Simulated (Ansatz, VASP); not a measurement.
One calculation of BeTe, two programs

```
Be Te
1.0
     0.00000    2.85241    2.85241
     2.85241    0.00000    2.85241
     2.85241    2.85241    0.00000
Be Te
1 1
Direct
  0.00000 0.00000 0.00000
  0.75000 0.75000 0.75000
```

Alike in both runs: task single point; functional revPBE; k mesh 8 × 8 × 8; occupations gaussian, width 0.05 eV; no spin polarisation.

|  | VASP | Ansatz |
| --- | --- | --- |
| version | VASP 6.6.1 | Ansatz 0.2.0 |
| potentials or method | VASP PAW PBE potentials, release 64 (Be, Te), cutoff 600 eV | scalar-relativistic, plane waves, PAW |
| valence electrons in the cell | 8 | 18 |

Ansatz gave:

* gap on the k mesh at the Fermi level (eV): 2.15
* least direct gap on the mesh (eV): 3.62
* pressure (GPa): 0.0

Question: What did VASP give for the same quantities?

Answer: gap on the k mesh at the Fermi level (eV): 2.14; least direct gap on the mesh (eV): 3.61; pressure (GPa): 0.1.

VASP's potentials were made for PBE, not for revPBE. VASP's potentials hold 8 valence electrons a cell and Ansatz's 18, so a difference there can come from the potentials and not from the codes.

Spin-orbit coupling is off throughout.
